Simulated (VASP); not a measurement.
# GaP (R-3m) in VASP: notebook

The runs below take GaP through single point, with LDA.

Program: VASP 6.6.1. These are calculated values, not measurements. Logs are shortened: lines on timing, memory, paths and dates and some standing lists are left out, and cuts for length are marked.

### Step 1. The cell of the first run

Symmetry: R-3m, No. 166, trigonal system. The conventional cell has a = 4.032 Å, b = 4.032 Å, c = 16.742 Å, α = 90.00°, β = 90.00°, γ = 120.00°. Ga (site symmetry 3m) has 1 Ga at 2.14 Å and 3 P at 2.44 Å within 2.8 Å. P (site symmetry 3m) has 1 P at 1.94 Å and 3 Ga at 2.44 Å within 2.6 Å.

### Step 2. Single point, LDA (19.64 Å³/atom)

File INCAR:

```
SYSTEM = GaP
PREC = Accurate
ENCUT = 520
EDIFF = 1E-7
ISMEAR = 0
SIGMA = 0.05
LREAL = .False.
LASPH = .True.
NELM = 80
ALGO = Normal
ISIF = 2
LWAVE = .False.
LCHARG = .False.
NBANDS = 26
```

File KPOINTS:

```
Automatic mesh
0
Gamma
  9 9 9
  0 0 0
```

File POSCAR:

```
GaP
1.0
    2.0159249131      1.1638947913      5.5806177395
   -2.0159249131      1.1638947913      5.5806177395
    0.0000000000     -2.3277895825      5.5806177395
Ga P
2 2
Direct
    0.4359784395      0.4359784395      0.4359784395
    0.5640215605      0.5640215605      0.5640215605
    0.0580350955      0.0580350955      0.0580350955
    0.9419649045      0.9419649045      0.9419649045
```

Potentials or basis: VASP PAW LDA potentials, release 64 (Ga_d, P).

The run is started by

```bash
cat potpaw_LDA.64/Ga_d/POTCAR potpaw_LDA.64/P/POTCAR > POTCAR
mpirun -np 1 vasp_std > vasp.out
```

OUTCAR:

```text
SYSTEM = GaP
   PREC = Accurate
   ENCUT = 520
   EDIFF = 1E-7
   ISMEAR = 0
   LREAL = .False.
   LASPH = .True.
   NELM = 80
   ISIF = 2

 ion  position               nearest neighbor table
   1  0.436  0.436  0.436-   2 2.14   3 2.44   3 2.44   3 2.44
   2  0.564  0.564  0.564-   1 2.14   4 2.44   4 2.44   4 2.44
   3  0.058  0.058  0.058-   4 1.94   1 2.44   1 2.44   1 2.44
   4  0.942  0.942  0.942-   3 1.94   2 2.44   2 2.44   2 2.44

  LATTYP: Found a trigonal (rhomboedric) cell.
 ALAT       =     6.0466435892
 COS(alpha) =     0.7776946274

  Lattice vectors:

 A1 = (   2.0159249131,   1.1638947913,   5.5806177395)
 A2 = (  -2.0159249131,   1.1638947913,   5.5806177395)
 A3 = (   0.0000000000,  -2.3277895825,   5.5806177395)

Analysis of symmetry for initial positions (statically):
=====================================================================
 Subroutine PRICEL returns:
 Original cell was already a primitive cell.

 Routine SETGRP: Setting up the symmetry group for a
 trigonal (rhombohedral) supercell.

 Subroutine GETGRP returns: Found 12 space group operations
 (whereof 12 operations were pure point group operations)
 out of a pool of 12 trial point group operations.

The static configuration has the point symmetry D_3d.

Analysis of symmetry for dynamics (positions and initial velocities):
=====================================================================
 Subroutine PRICEL returns:
 Original cell was already a primitive cell.

 Routine SETGRP: Setting up the symmetry group for a
 trigonal (rhombohedral) supercell.

 Subroutine GETGRP returns: Found 12 space group operations
 (whereof 12 operations were pure point group operations)
 out of a pool of 12 trial point group operations.

The dynamic configuration has the point symmetry D_3d.

 Subroutine INISYM returns: Found 12 space group operations
 (whereof 12 operations are pure point group operations),
 and found     1 'primitive' translations

----------------------------------------------------------------------------------------

                                     Primitive cell

  volume of cell :      78.5636

  direct lattice vectors                    reciprocal lattice vectors
     2.015924913  1.163894791  5.580617740     0.248025111  0.143197365  0.059730544
    -2.015924913  1.163894791  5.580617740    -0.248025111  0.143197365  0.059730544
     0.000000000 -2.327789582  5.580617740     0.000000000 -0.286394729  0.059730544

  length of vectors
[... 81 lines left out ...]
   LNONCOLLINEAR =      F non collinear calculations
   LSORBIT =      F    spin-orbit coupling
   LASPH  =      T    aspherical Exc in radial PAW
   ENCUT  =  520.0 eV  38.22 Ry    6.18 a.u.  11.24 11.24 11.24*2*pi/ulx,y,z
   NELM   =     80;   NELMIN=  2; NELMDL= -5     # of ELM steps
   EDIFF  = 0.1E-06   stopping-criterion for ELM
   LREAL  =      F    real-space projection
   EDIFFG = 0.1E-05   stopping-criterion for IOM
   NSW    =      0    number of steps for IOM
   IBRION =     -1    ionic relax: 0-MD 1-quasi-New 2-CG
   NFREE  =      0    steps in history (QN), initial steepest desc. (CG)
   ISIF   =      2    stress and relaxation
   ISYM   =      2    0-nonsym 1-usesym 2-fastsym
   POTIM  = 0.5000    time-step for ionic-motion
   TEBEG  =    0.0;   TEEND  =   0.0 temperature during run
   PSTRESS=    0.0 pullay stress
   NELECT =      36.0000    total number of electrons
   NUPDOWN=      -1.0000    fix difference up-down
   EMIN   =  10.00;   EMAX   =-10.00  energy-range for DOS
   EFERMI =   0.00;   METHOD = LEGACY
   ISMEAR =     0;   SIGMA  =   0.05  broadening in eV -4-tet -1-fermi 0-gaus
   EFERMI_NEDOS =   21; number of points for ismear=-14 and -15
   IALGO  =     38    algorithm
   IMIX   =      4    mixing-type and parameters
     AMIX     =   0.40;   BMIX     =  1.00
     AMIX_MAG =   1.60;   BMIX_MAG =  1.00
  volume/ion in A,a.u.               =      19.64       132.54
  Fermi-wavevector in a.u.,A,eV,Ry     =   1.262123  2.385067 21.673473  1.592955
  Thomas-Fermi vector in A             =   2.395548
   LORBIT       =      0    0 simple, 1 ext, 2 COOP (PROOUT), +10 PAW based schemes
   GGA     = CA    functional components
   LHFCALC =     F    Hartree Fock is set to
   AEXX    =    0.0000 exact exchange contribution
   IVDW    =     0    specifies the selected vdW correction
   LEPSILON=     F    determine dielectric tensor
   LRPA    =     F    only Hartree local field effects (RPA)
 non-spin polarized calculation
 Gauss-broadening in eV      SIGMA  =   0.05
  energy-cutoff  :      520.00
  volume of cell :       78.56
 maximum number of plane-waves:      2138
 NGX is ok and might be reduce to    48
   NGX = 23   NGY = 23   NGZ = 23

 number of electron      36.0000008 magnetization

 Free energy of the ion-electron system (eV)
  ---------------------------------------------------
  ext. energy  EPLUGINS =         0.00000000
  ---------------------------------------------------
  free energy    TOTEN  =       -19.07194239 eV

  energy without entropy =      -19.07143572  energy(sigma->0) =      -19.07168906

 E-fermi :   5.0887     XC(G=0): -10.2697

 val. band max:        5.0847611147   @ k =   0.0000   0.0000   0.0000
 cond. band min:       5.0960424431   @ k =   0.1111   0.1111   0.1111
 fundamental gap:      0.0112813284
 Fermi energy:         5.0886584130

 k-point     1 :       0.0000    0.0000    0.0000
  band No.  band energies     occupation
      1     -10.2188      2.00000
      2      -9.8829      2.00000
      3      -9.8829      2.00000
      4      -9.7124      2.00000
      5      -9.7124      2.00000
      6      -9.6321      2.00000
[... 685 lines left out ...]
     25      13.2960      0.00000
     26      14.0899      0.00000

 [... further k-points ...]
[... 5 lines left out ...]
  --------------------------------------------------------------------------------------
  -------------------------------------------------------------------------------------
  Total       -4.3506626     -4.3506626     19.1508033      0.0000000      0.0000000      0.0000000
  in kB      -88.7246690    -88.7246690    390.5493998      0.0000000      0.0000000      0.0000000
  external PRESSURE =      71.0333539 kB  Pullay stress =       0.0000000 kB

 VOLUME and BASIS-vectors are now :
 -----------------------------------------------------------------------------
  energy-cutoff  :      520.00
  volume of cell :       78.56
      direct lattice vectors                 reciprocal lattice vectors
     2.015924913  1.163894791  5.580617740     0.248025111  0.143197365  0.059730544
    -2.015924913  1.163894791  5.580617740    -0.248025111  0.143197365  0.059730544
     0.000000000 -2.327789582  5.580617740     0.000000000 -0.286394729  0.059730544

 POSITION                                       TOTAL-FORCE (eV/Angst)
 -----------------------------------------------------------------------------------
      0.00000      0.00000      7.29909         0.000000     -0.000000     -2.527333
      0.00000      0.00000      9.44277         0.000000      0.000000      2.527333
      0.00000      0.00000      0.97162         0.000000      0.000000      4.451501
      0.00000      0.00000     15.77024         0.000000     -0.000000     -4.451501
 -----------------------------------------------------------------------------------
    total drift:                                0.000000      0.000000      0.000000

  FREE ENERGIE OF THE ION-ELECTRON SYSTEM (eV)
  ---------------------------------------------------
  free  energy   TOTEN  =       -19.0719423914 eV

  energy  without entropy=      -19.0714357241  energy(sigma->0) =      -19.07168906
```

OSZICAR:

```text
N       E                     dE             d eps       ncg     rms          rms(c)
DAV:   1     0.235133487609E+03    0.23513E+03   -0.17091E+04  4496   0.205E+03
DAV:   2     0.802708483169E+01   -0.22711E+03   -0.21865E+03  4804   0.440E+02
DAV:   3    -0.188719730684E+02   -0.26899E+02   -0.26439E+02  5624   0.121E+02
DAV:   4    -0.197548725583E+02   -0.88290E+00   -0.88002E+00  5128   0.223E+01
DAV:   5    -0.197784560515E+02   -0.23583E-01   -0.23562E-01  5986   0.342E+00    0.855E+00
DAV:   6    -0.192066967096E+02    0.57176E+00   -0.65788E-01  6040   0.117E+01    0.513E+00
DAV:   7    -0.190746356086E+02    0.13206E+00   -0.54128E-01  4802   0.381E+00    0.127E+00
DAV:   8    -0.190726065826E+02    0.20290E-02   -0.50661E-02  5410   0.179E+00    0.501E-01
DAV:   9    -0.190720812209E+02    0.52536E-03   -0.55327E-03  5808   0.726E-01    0.193E-01
DAV:  10    -0.190719239273E+02    0.15729E-03   -0.81937E-04  4924   0.213E-01    0.660E-02
DAV:  11    -0.190719450211E+02   -0.21094E-04   -0.12922E-04  5710   0.692E-02    0.160E-02
DAV:  12    -0.190719420801E+02    0.29410E-05   -0.16821E-05  5262   0.320E-02    0.163E-02
DAV:  13    -0.190719423929E+02   -0.31279E-06   -0.23579E-06  5316   0.936E-03    0.440E-03
DAV:  14    -0.190719423914E+02    0.15152E-08   -0.28362E-07  4628   0.393E-03
   1 F= -.19071942E+02 E0= -.19071689E+02  d E =-.506667E-03
```

Run time: 6.5 min. Hardware: 1 thread of Intel Xeon 8259CL, shared host; peak memory 0.32 GiB.

What came out:

| Quantity | Value |
| --- | --- |
| Free energy | -19.0719 eV |
| Pressure | 7.1 GPa |
| Largest force | 4.452 eV/Å |
| Band gap on the k mesh | zero (bands 18 and 19 overlap by 0.24 eV) |

Forces on the atoms (eV/Å):
```
Ga   0.000  0.000 -2.527
Ga   0.000  0.000  2.527
P    0.000  0.000  4.452
P    0.000  0.000 -4.452
```

Stress tensor (GPa, compression positive):
```
-8.87  0.00  0.00
 0.00 -8.87  0.00
 0.00  0.00 39.05
```

Caveat: the stress differs along the axes, from -9 to 39 GPa; semilocal functionals underestimate gaps, and a narrow one can read as zero; forces of over 1 eV/Å act on the atoms, so gaps and moduli don't describe the material at rest.

### Step 3. Single point, LDA (20.17 Å³/atom)

This run uses another cell than the first one, of 20.17 Å³/atom.

File INCAR:

```
PREC = Accurate ; ENCUT = 520
EDIFF = 1E-6 ; ISMEAR = 0
SIGMA = 0.05 ; LREAL = F
LASPH = T ; NELM = 100
ALGO = Normal ; ISIF = 2
LWAVE = F ; LCHARG = F
GGA = CA ; NBANDS = 26
```

File KPOINTS:

```
Automatic mesh
0
Gamma
  9 9 9
```

File POSCAR:

```
GaP
1.0
    1.8756758643      1.0829219652      6.6183848096
   -1.8756758643      1.0829219652      6.6183848096
    0.0000000000     -2.1658439303      6.6183848096
Ga P
2 2
Direct
    0.4359784395      0.4359784395      0.4359784395
    0.5640215605      0.5640215605      0.5640215605
    0.0580350955      0.0580350955      0.0580350955
    0.9419649045      0.9419649045      0.9419649045
```

Potentials or basis: VASP PAW LDA potentials, release 64 (Ga_d, P).

The run is started by

```bash
cat potpaw_LDA.64/Ga_d/POTCAR potpaw_LDA.64/P/POTCAR > POTCAR
mpirun -np 1 vasp_std > vasp.out
```

Wall time 6 min (1 thread of AMD EPYC 7R13 (Zen 3), shared host); peak memory 0.36 GiB.

The run converged. Its results:

```
Free energy            : -20.2696 eV
Pressure               : -1.9 GPa
Largest force          : 0.631 eV/Å
Band gap on the k mesh : 0.54 eV (least direct gap 0.82 eV)
```

Forces in eV/Å, atoms in the order of the input:
```
Ga   0.000  0.000  0.268
Ga   0.000  0.000 -0.268
P    0.000  0.000 -0.631
P    0.000  0.000  0.631
```

Stress tensor (GPa, compression positive):
```
 1.91  0.00  0.00
 0.00  1.91  0.00
 0.00  0.00 -9.60
```

Levels at points of the mesh, in eV from the valence-band top:
```csv
k point,band 15,band 16,band 17,band 18,band 19,band 20,band 21,band 22
"(0.00, 0.00, 0.00)",-1.49,-0.45,0.00,0.00,0.82,1.60,2.84,3.87
```

Caveat: the stress differs along the axes, from -10 to 2 GPa; semilocal functionals underestimate gaps, and a narrow one can read as zero. A k mesh can miss the band edges.

### Step 4. Single point, LDA (20.17 Å³/atom)

This run uses another cell than the first one, of 20.17 Å³/atom.

File INCAR:

```
SYSTEM = GaP
PREC     = Accurate       ! precision mode
ENCUT    = 520            ! plane-wave cutoff, eV
EDIFF    = 1E-6           ! SCF threshold, eV
ISMEAR   = 0              ! smearing method
SIGMA    = 0.05           ! smearing width, eV
LREAL    = .FALSE.        ! projectors in reciprocal space
LASPH    = .TRUE.         ! aspherical terms in the spheres
NELM     = 60             ! most SCF steps
ALGO     = Normal         ! electronic algorithm
ISIF     = 2              ! what is computed and relaxed
LWAVE    = .FALSE.        ! write WAVECAR
LCHARG   = .TRUE.         ! write CHGCAR
GGA      = CA             ! functional
LELF     = .TRUE.         ! ELF
LVHAR    = .TRUE.       
NBANDS   = 26             ! bands
```

File KPOINTS:

```
regular mesh
0
G
  9 9 9
  0 0 0
```

File POSCAR:

```
GaP
1.0
    1.9929871667      1.1506516772      5.8621724521
   -1.9929871667      1.1506516772      5.8621724521
    0.0000000000     -2.3013033544      5.8621724521
Ga P
2 2
Direct
    0.4359784395      0.4359784395      0.4359784395
    0.5640215605      0.5640215605      0.5640215605
    0.0580350955      0.0580350955      0.0580350955
    0.9419649045      0.9419649045      0.9419649045
```

Potentials or basis: VASP PAW LDA potentials, release 64 (Ga_d, P).

The run is started by

```bash
cat potpaw_LDA.64/Ga_d/POTCAR potpaw_LDA.64/P/POTCAR > POTCAR
mpirun -np 1 vasp_std > vasp.out
```

OUTCAR:

```text
SYSTEM = GaP
   PREC = Accurate
   ENCUT = 520
   EDIFF = 1E-6
   ISMEAR = 0
   LREAL = .FALSE.
   LASPH = .TRUE.
   NELM = 60
   ISIF = 2
   GGA = CA

 ion  position               nearest neighbor table
   1  0.436  0.436  0.436-   2 2.25   3 2.43   3 2.43   3 2.43
   2  0.564  0.564  0.564-   1 2.25   4 2.43   4 2.43   4 2.43
   3  0.058  0.058  0.058-   4 2.04   1 2.43   1 2.43   1 2.43
   4  0.942  0.942  0.942-   3 2.04   2 2.43   2 2.43   2 2.43

  LATTYP: Found a trigonal (rhomboedric) cell.
 ALAT       =     6.2977029929
 COS(alpha) =     0.7997029052

  Lattice vectors:
[... 885 lines left out ...]

 [... further k-points ...]
[... 5 lines left out ...]
  --------------------------------------------------------------------------------------
  -------------------------------------------------------------------------------------
  Total       -4.0428895     -4.0428895      9.7584222      0.0000000      0.0000000      0.0000000
  in kB      -80.3053053    -80.3053053    193.8348978      0.0000000      0.0000000      0.0000000
  external PRESSURE =      11.0747624 kB  Pullay stress =       0.0000000 kB

 VOLUME and BASIS-vectors are now :
 -----------------------------------------------------------------------------
  energy-cutoff  :      520.00
  volume of cell :       80.66
      direct lattice vectors                 reciprocal lattice vectors
     1.992987167  1.150651677  5.862172452     0.250879689  0.144845456  0.056861741
    -1.992987167  1.150651677  5.862172452    -0.250879689  0.144845456  0.056861741
     0.000000000 -2.301303354  5.862172452     0.000000000 -0.289690912  0.056861741

 POSITION                                       TOTAL-FORCE (eV/Angst)
 -----------------------------------------------------------------------------------
      0.00000      0.00000      7.66734         0.000000     -0.000000     -1.258285
      0.00000      0.00000      9.91917         0.000000      0.000000      1.258285
      0.00000      0.00000      1.02064         0.000000     -0.000000      2.164304
      0.00000      0.00000     16.56588         0.000000      0.000000     -2.164304
 -----------------------------------------------------------------------------------
    total drift:                                0.000000      0.000000      0.000000

  FREE ENERGIE OF THE ION-ELECTRON SYSTEM (eV)
  ---------------------------------------------------
  free  energy   TOTEN  =       -19.8715249573 eV

  energy  without entropy=      -19.8715055109  energy(sigma->0) =      -19.87151523
```

OSZICAR:

```text
N       E                     dE             d eps       ncg     rms          rms(c)
DAV:   1     0.232917638462E+03    0.23292E+03   -0.17133E+04  4458   0.204E+03
DAV:   2     0.738410578977E+01   -0.22553E+03   -0.21758E+03  4788   0.438E+02
DAV:   3    -0.195333034156E+02   -0.26917E+02   -0.26562E+02  5526   0.121E+02
DAV:   4    -0.204029560445E+02   -0.86965E+00   -0.86696E+00  5274   0.224E+01
DAV:   5    -0.204268898625E+02   -0.23934E-01   -0.23909E-01  5996   0.340E+00    0.754E+00
DAV:   6    -0.199883015435E+02    0.43859E+00   -0.48945E-01  6112   0.997E+00    0.445E+00
DAV:   7    -0.198743518993E+02    0.11395E+00   -0.39277E-01  4876   0.324E+00    0.112E+00
DAV:   8    -0.198719793261E+02    0.23726E-02   -0.37678E-02  5288   0.173E+00    0.333E-01
DAV:   9    -0.198715475032E+02    0.43182E-03   -0.53056E-03  5684   0.733E-01    0.151E-01
DAV:  10    -0.198715076959E+02    0.39807E-04   -0.60769E-04  5206   0.236E-01    0.491E-02
DAV:  11    -0.198715246125E+02   -0.16917E-04   -0.72123E-05  5738   0.609E-02    0.128E-02
DAV:  12    -0.198715249573E+02   -0.34476E-06   -0.76199E-06  5504   0.294E-02
   1 F= -.19871525E+02 E0= -.19871515E+02  d E =-.194464E-04
```

stdout:

```text
POSCAR found type information on POSCAR GaP
 POSCAR found :  2 types and       4 ions
 scaLAPACK will be used
 LDA part: xc-table for (Slater(with rela. corr.)+CA(PZ))
 , standard interpolation
 POSCAR, INCAR and KPOINTS ok, starting setup
 FFT: planning ... GRIDC
 FFT: planning ... GRID_SOFT
 FFT: planning ... GRID
 WAVECAR not read
 entering main loop
```

Run time: 4.2 min. Hardware: 1 thread of AMD EPYC 7R13 (Zen 3), shared host; peak memory 0.32 GiB.

What came out:

```yaml
Free_energy: -19.8715 eV
Pressure: 1.1 GPa
Largest_force: 2.164 eV/Å
Band_gap_on_the_k_mesh: 0.15 eV (least direct gap 0.19 eV)
```

Forces on the atoms (eV/Å):
```
Ga   0.000  0.000 -1.258
Ga   0.000  0.000  1.258
P    0.000  0.000  2.164
P    0.000  0.000 -2.164
```

Stress tensor (GPa, compression positive):
```
-8.03  0.00  0.00
 0.00 -8.03  0.00
 0.00  0.00 19.38
```

Caveat: the stress differs along the axes, from -8 to 19 GPa; semilocal functionals underestimate gaps, and a narrow one can read as zero; forces of over 1 eV/Å act on the atoms, so gaps and moduli don't describe the material at rest. A k mesh can miss the band edges.

[end of part 1 of 2]
